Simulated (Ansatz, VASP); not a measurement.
**YAgC4N4 in VASP and in Ansatz**

```xyz
10
Lattice="6.6715 0.0000 0.0000 0.0000 6.6715 0.0000 0.0000 0.0000 6.6715" Properties=species:S:1:pos:R:3 pbc="T T T"
Y     0.0000    0.0000    0.0000
Ag    3.3358    3.3358    3.3358
C     1.3740    1.3740    1.3740
C     1.3740    5.2976    5.2976
C     5.2976    1.3740    5.2976
C     5.2976    5.2976    1.3740
N     2.0478    2.0478    2.0478
N     2.0478    4.6238    4.6238
N     4.6238    2.0478    4.6238
N     4.6238    4.6238    2.0478
```

Alike in both runs: functional PBE; k mesh 4 × 4 × 4; occupations gaussian, width 0.1 eV; no spin polarisation.

Ansatz relaxed the structure, and its values are those at the end. VASP's run is a single point on that final structure, the one shown.

```csv
,VASP,Ansatz
version,VASP 6.6.1,Ansatz 0.2.0
potentials or method,"VASP PAW PBE potentials, release 64 (Y_sv, Ag, C, N), cutoff 520 eV","scalar-relativistic, plane waves, PAW"
valence electrons in the cell,58,66
```

|  | VASP | Ansatz | Ansatz less VASP |
| --- | --- | --- | --- |
| gap on the k mesh at the Fermi level (eV) | 2.72 | 2.73 | +0.005 |
| least direct gap on the mesh (eV) | 2.74 | 2.74 | +0.005 |
| pressure (GPa) | 0.5 | 0.2 | -0.24 |
| rms of the force components (eV/Å) | 0.208 | 0.010 | -0.1972 |

One of these differences is far larger than is usual between the two programs; its cause wasn't traced. With one functional, cell and mesh, what is left measures potentials, basis and numerics. VASP's potentials hold 58 valence electrons a cell and Ansatz's 66, so a difference there can come from the potentials and not from the codes.

Noted on VASP's run: the standard files for N, O and F lose accuracy on very short bonds.
